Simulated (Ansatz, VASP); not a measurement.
**Two plane-wave programs on Cd**

The input INCAR:

```
ALGO = Fast ; EDIFF = 1E-7
ENCUT = 520 ; GGA = PS
ISIF = 2 ; ISMEAR = 0
LASPH = True ; LCHARG = False
LREAL = False ; LWAVE = False
NBANDS = 19 ; NELM = 100
PREC = Accurate ; SIGMA = 0.15
```

Contents of KPOINTS:

```
k-points
0
Gamma
  18 18 8
```

The input POSCAR:

```
Cd
1.0
    2.8299288827      0.0000000000      0.0000000000
   -1.4149644413      2.4507903033      0.0000000000
    0.0000000000      0.0000000000      5.7580912500
Cd
2
Direct
    0.3333333333      0.6666666667      0.2500000000
    0.6666666667      0.3333333333      0.7500000000
```

Input for Ansatz:

```yaml
crystal:
  lattice:
    - [2.8299288827, 0.0, 0.0]
    - [-1.4149644413, 2.4507903033, 0.0]
    - [0.0, 0.0, 5.75809125]
  atoms:
    - { symbol: Cd, position: [0.3333333333, 0.6666666667, 0.25] }
    - { symbol: Cd, position: [0.6666666667, 0.3333333333, 0.75] }
basis:
  ecutwfc: 420
kpoints:
  mp_grid: { grid: [18, 18, 8] }
hamiltonian:
  xc: pbesol
scf:
  occupations: { method: gaussian, width: 0.15 }
output:
  forces: true
  stress: true
  eigenvalues: true
  write_density: true
  write_potential: true
  elf: true
  volumetric_format: npy
```

Change from the starting cell: strain -0.050 along x and y, +0.025 along z, atoms carried along.

Alike in both runs: task single point; functional PBEsol; k mesh 18 × 18 × 8; occupations gaussian, width 0.15 eV; no spin polarisation.

|  | VASP | Ansatz |
| --- | --- | --- |
| version | VASP 6.6.1 | Ansatz 0.2.0 |
| potentials or method | VASP PAW PBE potentials, release 64 (Cd), cutoff 520 eV | scalar-relativistic, plane waves, PAW |
| valence electrons in the cell | 24 | 40 |

```tsv
	VASP	Ansatz	Ansatz less VASP
gap on the k mesh at the Fermi level (eV)	none	none	-
pressure (GPa)	6.7	6.0	-0.62
traceless stress, the component that is largest in VASP (GPa)	-5.64	-5.29	+0.352
```

VASP's potentials were made for PBE, not for PBEsol. A gap of «none» marks a metal or a gap that the smearing closes. The functional is the same, so the differences come from potentials, cutoffs and numerics. VASP's potentials hold 24 valence electrons a cell and Ansatz's 40, so a difference there can come from the potentials and not from the codes.
